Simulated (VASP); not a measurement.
# PbSe (I-4m2) in VASP: single point with HSE06

Aim: the single point of PbSe with HSE06.

Program: VASP 6.6.1. These are calculated values, not measurements. Logs are shortened: lines on timing, memory, paths and dates and some standing lists are left out, and cuts for length are marked.

**1. The cell of the first run**

It takes space group I-4m2 (No. 119, tetragonal). The conventional cell has a = 4.841 Å, b = 4.841 Å, c = 7.072 Å, α = 90.00°, β = 90.00°, γ = 90.00°. Within 3.9 Å of Pb (site symmetry -4m2) lie 4 Se at 3.00 Å. Se (site symmetry -4m2) has 4 Pb at 3.00 Å within 3.9 Å.

**2. Single point, HSE06 (uniaxial x strain +3.3%)**

Contents of POSCAR:

```
PbSe
1.0
    0.0000000000      3.4232041400      3.4232041400
    3.5358275562      0.0000000000      3.4232041400
    3.5358275562      3.4232041400      0.0000000000
Pb Se
1 1
Direct
    0.0000000000      0.0000000000      0.0000000000
    0.2500000000      0.2500000000      0.2500000000
```

Contents of INCAR.step1:

```
SYSTEM = PbSe
ALGO = Normal
EDIFF = 1E-5
ENCUT = 400
GGA = PE
GGA_COMPAT = .FALSE.
ISIF = 2
ISMEAR = 0
LASPH = .TRUE.
LCHARG = .FALSE.
LREAL = .FALSE.
LWAVE = .TRUE.
NBANDS = 17
NELM = 120
PREC = Accurate
SIGMA = 0.01
```

Contents of INCAR.step2:

```
SYSTEM = PbSe
ALGO = Normal
EDIFF = 1E-6
ENCUT = 400
GGA = PE
GGA_COMPAT = .FALSE.
HFSCREEN = 0.2079
ISIF = 2
ISMEAR = 0
ISTART = 1
LASPH = .TRUE.
LCHARG = .FALSE.
LHFCALC = .TRUE.
LREAL = .FALSE.
LWAVE = .FALSE.
NBANDS = 17
NELM = 120
PREC = Accurate
PRECFOCK = Normal
SIGMA = 0.01
```

Contents of KPOINTS:

```
k-points
0
G
  4 4 4
  0 0 0
```

Potentials or basis: VASP PAW PBE potentials, release 64 (Pb_d, Se).

Launch:

```
> cat potpaw_PBE.64/Pb_d/POTCAR potpaw_PBE.64/Se/POTCAR > POTCAR
> cp INCAR.step1 INCAR
> mpirun -np 1 vasp_std > vasp.out
> cp INCAR.step2 INCAR
> mpirun -np 1 vasp_std > vasp.out
```

OUTCAR:

```text
SYSTEM = PbSe
   EDIFF = 1E-6
   ENCUT = 400
   GGA = PE
   HFSCREEN = 0.2079
   ISIF = 2
   ISMEAR = 0
   ISTART = 1
   LASPH = .TRUE.
   LHFCALC = .TRUE.
   LREAL = .FALSE.
   NELM = 120
   PREC = Accurate
   PRECFOCK = Normal

 ion  position               nearest neighbor table
   1  0.000  0.000  0.000-   2 3.00   2 3.00   2 3.00   2 3.00
   2  0.250  0.250  0.250-   1 3.00   1 3.00   1 3.00   1 3.00

  LATTYP: Found a body centered tetragonal cell.
 ALAT       =     4.8411417216
 C/A-ratio  =     1.4607411886

  Lattice vectors:

 A1 = (   3.5358275562,   0.0000000000,   3.4232041400)
 A2 = (   3.5358275562,   0.0000000000,  -3.4232041400)
 A3 = (  -3.5358275562,   3.4232041400,   0.0000000000)

Analysis of symmetry for initial positions (statically):
=====================================================================
 Subroutine PRICEL returns:
 Original cell was already a primitive cell.

 Routine SETGRP: Setting up the symmetry group for a
 body centered tetragonal supercell.

 Subroutine GETGRP returns: Found  8 space group operations
 (whereof  8 operations were pure point group operations)
 out of a pool of 16 trial point group operations.

The static configuration has the point symmetry D_2d.

Analysis of symmetry for dynamics (positions and initial velocities):
=====================================================================
 Subroutine PRICEL returns:
 Original cell was already a primitive cell.

 Routine SETGRP: Setting up the symmetry group for a
 body centered tetragonal supercell.

 Subroutine GETGRP returns: Found  8 space group operations
 (whereof  8 operations were pure point group operations)
 out of a pool of 16 trial point group operations.

The dynamic configuration has the point symmetry D_2d.

 Subroutine INISYM returns: Found  8 space group operations
 (whereof  8 operations are pure point group operations),
 and found     1 'primitive' translations

----------------------------------------------------------------------------------------

                                     Primitive cell

  volume of cell :      82.8680

  direct lattice vectors                    reciprocal lattice vectors
     0.000000000  3.423204140  3.423204140    -0.141409611  0.146061987  0.146061987
     3.535827556  0.000000000  3.423204140     0.141409611 -0.146061987  0.146061987
     3.535827556  3.423204140  0.000000000     0.141409611  0.146061987 -0.146061987

  length of vectors
     4.841141722  4.921422873  4.921422873     0.250329556  0.250329556  0.250329556

  position of ions in fractional coordinates (direct lattice)
     0.000000000  0.000000000  0.000000000
     0.250000000  0.250000000  0.250000000

  ion indices of the primitive-cell ions
   primitive index   ion index
                 1           1
                 2           2

----------------------------------------------------------------------------------------

 KPOINTS: k-points

Automatic generation of k-mesh.
 Grid dimensions read from file:
 generate k-points for:    4    4    4

 Generating k-lattice:

  Cartesian coordinates                     Fractional coordinates (reciprocal lattice)
    -0.035352403  0.036515497  0.036515497     0.250000000 -0.000000000 -0.000000000
     0.035352403 -0.036515497  0.036515497     0.000000000  0.250000000  0.000000000
     0.035352403  0.036515497 -0.036515497     0.000000000  0.000000000  0.250000000

  Length of vectors
     0.062582389  0.062582389  0.062582389

  Shift w.r.t. Gamma in fractional coordinates (k-lattice)
     0.000000000  0.000000000  0.000000000

 Subroutine IBZKPT returns following result:
 ===========================================

 Found     13 irreducible k-points:

 Following reciprocal coordinates:
            Coordinates               Weight
  0.000000  0.000000  0.000000      1.000000
  0.250000 -0.000000 -0.000000      8.000000
  0.500000 -0.000000 -0.000000      4.000000
  0.250000  0.250000  0.000000      4.000000
  0.500000  0.250000 -0.000000     16.000000
 -0.250000  0.250000  0.000000      8.000000
  0.500000  0.500000  0.000000      2.000000
  0.000000  0.250000  0.250000      2.000000
  0.500000  0.250000  0.250000      4.000000
 -0.250000  0.250000  0.250000      8.000000
 -0.250000  0.500000  0.250000      4.000000
  0.500000 -0.250000  0.250000      2.000000
  0.000000  0.500000  0.500000      1.000000
   k-points           NKPTS =     13   k-points in BZ     NKDIM =     64   number of bands    NBANDS=     17
   number of dos      NEDOS =    301   number of ions     NIONS =      2
   total plane-waves  NPLWV =  32768
   dimension x,y,z NGX =    32 NGY =   32 NGZ =   32
   dimension x,y,z NGXF=    64 NGYF=   64 NGZF=   64
   ions per type =               1   1
   NGX,Y,Z   is equivalent  to a cutoff of  10.99, 10.81, 10.81 a.u.
   NGXF,Y,Z  is equivalent  to a cutoff of  21.98, 21.62, 21.62 a.u.
 SYSTEM =  PbSe
   PREC   = accura    normal or accurate (medium, high low for compatibility)
   ISTART =      1    job   : 0-new  1-cont  2-samecut
   ICHARG =      0    charge: 1-file 2-atom 10-const
   ISPIN  =      1    spin polarized calculation?
   LNONCOLLINEAR =      F non collinear calculations
   LSORBIT =      F    spin-orbit coupling
   LASPH  =      T    aspherical Exc in radial PAW
   ENCUT  =  400.0 eV  29.40 Ry    5.42 a.u.   7.89  8.03  8.03*2*pi/ulx,y,z
   NELM   =    120;   NELMIN=  2; NELMDL=  0     # of ELM steps
   EDIFF  = 0.1E-05   stopping-criterion for ELM
   LREAL  =      F    real-space projection
   EDIFFG = 0.1E-04   stopping-criterion for IOM
   NSW    =      0    number of steps for IOM
   IBRION =     -1    ionic relax: 0-MD 1-quasi-New 2-CG
   NFREE  =      0    steps in history (QN), initial steepest desc. (CG)
   ISIF   =      2    stress and relaxation
   ISYM   =      3    0-nonsym 1-usesym 2-fastsym
   POTIM  = 0.5000    time-step for ionic-motion
   TEBEG  =    0.0;   TEEND  =   0.0 temperature during run
   PSTRESS=    0.0 pullay stress
   NELECT =      20.0000    total number of electrons
   NUPDOWN=      -1.0000    fix difference up-down
   EMIN   =  10.00;   EMAX   =-10.00  energy-range for DOS
   EFERMI =   0.00;   METHOD = LEGACY
   ISMEAR =     0;   SIGMA  =   0.01  broadening in eV -4-tet -1-fermi 0-gaus
   EFERMI_NEDOS =   21; number of points for ismear=-14 and -15
   IALGO  =     38    algorithm
   IMIX   =      1    mixing-type and parameters
     AMIX     =   0.40;   BMIX     =  1.00
     AMIX_MAG =   1.60;   BMIX_MAG =  1.00
  volume/ion in A,a.u.               =      41.43       279.61
  Fermi-wavevector in a.u.,A,eV,Ry     =   1.019270  1.926141 14.135249  1.038911
  Thomas-Fermi vector in A             =   2.152774
   LORBIT       =      0    0 simple, 1 ext, 2 COOP (PROOUT), +10 PAW based schemes
   GGA     = PE    functional components
   LHFCALC =     T    Hartree Fock is set to
   PRECFOCK=normal    Normal, Fast or Accurate (Low or Medium for compatibility)
   ENCUT4O =  -1.0   cutoff for four orbital integrals eV
   NKREDX  =     1    reduce k-point grid by
   NKREDY  =     1    reduce k-point grid by
   NKREDZ  =     1    reduce k-point grid by
   AEXX    =    0.2500 exact exchange contribution
   HFSCREEN=    0.2079 screening length (either q_TF or 0.3 A-1)
   HFSCREENC=   0.2079 screening length for correlation (either q_TF or 0.3 A-1)
   ENCUTFOCK=  -1.0 apply spherical cutoff to Coloumb kernel
   IVDW    =     0    specifies the selected vdW correction
   LEPSILON=     F    determine dielectric tensor
   LRPA    =     F    only Hartree local field effects (RPA)
 non-spin polarized calculation
 Gauss-broadening in eV      SIGMA  =   0.01
  energy-cutoff  :      400.00
  volume of cell :       82.87
 maximum number of plane-waves:      1516
  NGX = 24; NGY = 28; NGZ = 28

 number of electron      19.9999996 magnetization

 Free energy of the ion-electron system (eV)
  ---------------------------------------------------
  ext. energy  EPLUGINS =         0.00000000
  ---------------------------------------------------
  free energy    TOTEN  =        -9.30435569 eV

  energy without entropy =       -9.30435569  energy(sigma->0) =       -9.30435569

 E-fermi :   1.8217     XC(G=0):  -6.3925

 val. band max:        1.7772732509   @ k =  -0.2500   0.5000   0.2500
 cond. band min:       2.8784723460   @ k =   0.5000   0.5000   0.0000
 fundamental gap:      1.1011990951
 Fermi energy:         1.8217123176

 k-point     1 :       0.0000    0.0000    0.0000
  band No.  band energies     occupation
      1     -16.8113      2.00000
      2     -16.8030      2.00000
      3     -16.8030      2.00000
      4     -16.7778      2.00000
      5     -16.7699      2.00000
      6     -12.1517      2.00000
[... 9 lines left out ...]
     16      10.9328      0.00000
     17      11.1786      0.00000

 k-point     2 :       0.2500   -0.0000   -0.0000
  band No.  band energies     occupation
      1     -16.8172      2.00000
      2     -16.8034      2.00000
      3     -16.7990      2.00000
      4     -16.7776      2.00000
      5     -16.7692      2.00000
      6     -11.8784      2.00000
[... 9 lines left out ...]
     16       9.9391      0.00000
     17      10.9210      0.00000

 k-point     3 :       0.5000   -0.0000   -0.0000
  band No.  band energies     occupation
      1     -16.8272      2.00000
      2     -16.8004      2.00000
      3     -16.7962      2.00000
      4     -16.7763      2.00000
      5     -16.7676      2.00000
      6     -11.5485      2.00000
[... 9 lines left out ...]
     16      10.8257      0.00000
     17      10.9210      0.00000

 k-point     4 :       0.2500    0.2500    0.0000
  band No.  band energies     occupation
      1     -16.8230      2.00000
      2     -16.8011      2.00000
      3     -16.7948      2.00000
      4     -16.7802      2.00000
      5     -16.7678      2.00000
      6     -11.7783      2.00000
[... 9 lines left out ...]
     16      11.2024      0.00000
     17      12.7592      0.00000
[... 123 lines left out ...]
      1     -16.8379      2.00000
      2     -16.7952      2.00000
      3     -16.7868      2.00000
      4     -16.7779      2.00000
      5     -16.7698      2.00000
      6     -11.3163      2.00000
[... 9 lines left out ...]
     16      11.7035      0.00000
     17      11.7601      0.00000

 k-point    12 :       0.5000   -0.2500    0.2500
  band No.  band energies     occupation
      1     -16.8359      2.00000
      2     -16.7932      2.00000
      3     -16.7914      2.00000
      4     -16.7813      2.00000
      5     -16.7666      2.00000
      6     -11.3040      2.00000
[... 9 lines left out ...]
     16      11.7550      0.00000
     17      12.0659      0.00000

 k-point    13 :       0.0000    0.5000    0.5000
  band No.  band energies     occupation
      1     -16.8469      2.00000
      2     -16.7855      2.00000
      3     -16.7855      2.00000
      4     -16.7750      2.00000
      5     -16.7734      2.00000
      6     -11.3346      2.00000
[... 9 lines left out ...]
     16      12.4350      0.00000
     17      12.4772      0.00000

------------------------ aborting loop because EDIFF is reached ----------------------------------------

  FORCE on cell =-STRESS in cart. coord.  units (eV):
  Direction    XX          YY          ZZ          XY          YZ          ZX
  --------------------------------------------------------------------------------------
  -------------------------------------------------------------------------------------
  Total       -0.5945883     -0.4867001     -0.4867001      0.0000000      0.0000000      0.0000000
  in kB      -11.4958281     -9.4099073     -9.4099073      0.0000000      0.0000000      0.0000000
  external PRESSURE =     -10.1052142 kB  Pullay stress =       0.0000000 kB

 VOLUME and BASIS-vectors are now :
 -----------------------------------------------------------------------------
  energy-cutoff  :      400.00
  volume of cell :       82.87
      direct lattice vectors                 reciprocal lattice vectors
     0.000000000  3.423204140  3.423204140    -0.141409611  0.146061987  0.146061987
     3.535827556  0.000000000  3.423204140     0.141409611 -0.146061987  0.146061987
     3.535827556  3.423204140  0.000000000     0.141409611  0.146061987 -0.146061987

 POSITION                                       TOTAL-FORCE (eV/Angst)
 -----------------------------------------------------------------------------------
      0.00000      0.00000      0.00000        -0.000000      0.000000      0.000000
      1.76791      1.71160      1.71160         0.000000     -0.000000     -0.000000
 -----------------------------------------------------------------------------------
    total drift:                               -0.000004     -0.000001      0.000000

  FREE ENERGIE OF THE ION-ELECTRON SYSTEM (eV)
  ---------------------------------------------------
  free  energy   TOTEN  =        -9.3043556868 eV

  energy  without entropy=       -9.3043556868  energy(sigma->0) =       -9.30435569
```

It took 29 min on 1 thread of Oxide Virtual Turin-like, shared host; peak memory 0.26 GiB.

Results:

```
Free energy            : -9.3044 eV
Pressure               : -1.0 GPa
Band gap on the k mesh : 1.10 eV (least direct gap 1.66 eV)
```

Stress tensor (GPa, compression positive):
```
-1.15  0.00  0.00
 0.00 -0.94  0.00
 0.00  0.00 -0.94
```

Caveat: the cell differs from its parent crystal (uniaxial x strain +3.3%); the structure was generated, so it needn't be the stable form of PbSe; the PAW data sets were made with another functional, which shifts forces and pressure a little; spin-orbit coupling is left out, which moves the levels of the heavy elements. A k mesh can miss the band edges.
